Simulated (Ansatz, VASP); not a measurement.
Two plane-wave programs on GaN

```xyz
2
Lattice="-0.0845 2.2535 2.2535 2.2535 -0.0845 2.2535 2.1690 2.1690 0.0000" Properties=species:S:1:pos:R:3 pbc="T T T"
Ga    0.0000    0.0000    0.0000
N     3.2535    3.2535    3.3803
```

Change from the starting cell: strain -0.0750 x Voigt [0, 0, 0, 0, 0, 1], atoms carried along.

Alike in both runs: task single point; functional PBE; k mesh 10 × 10 × 10; occupations gaussian, width 0.05 eV; no spin polarisation.

|  | VASP | Ansatz |
| --- | --- | --- |
| version | VASP 6.6.1 | Ansatz 0.2.0 |
| potentials or method | VASP PAW PBE potentials, release 64 (Ga_d, N), cutoff 520 eV | scalar-relativistic, plane waves, PAW |
| valence electrons in the cell | 18 | 18 |

VASP gave:

```
gap on the k mesh at the Fermi level (eV)                     : 1.47
least direct gap on the mesh (eV)                             : 1.47
pressure (GPa)                                                : 6.5
traceless stress, the component that is largest in VASP (GPa) : 14.47
rms of the force components (eV/Å)                            : 0.375
```

Problem. What did Ansatz give for the same quantities?

Solution. gap on the k mesh at the Fermi level (eV): 1.47; least direct gap on the mesh (eV): 1.47; pressure (GPa): 6.5; traceless stress, the component that is largest in VASP (GPa): 14.52; rms of the force components (eV/Å): 0.384.

Atom by atom the forces differ by 0.009 eV/Å (rms over components). With one functional, cell and mesh, what is left measures potentials, basis and numerics.
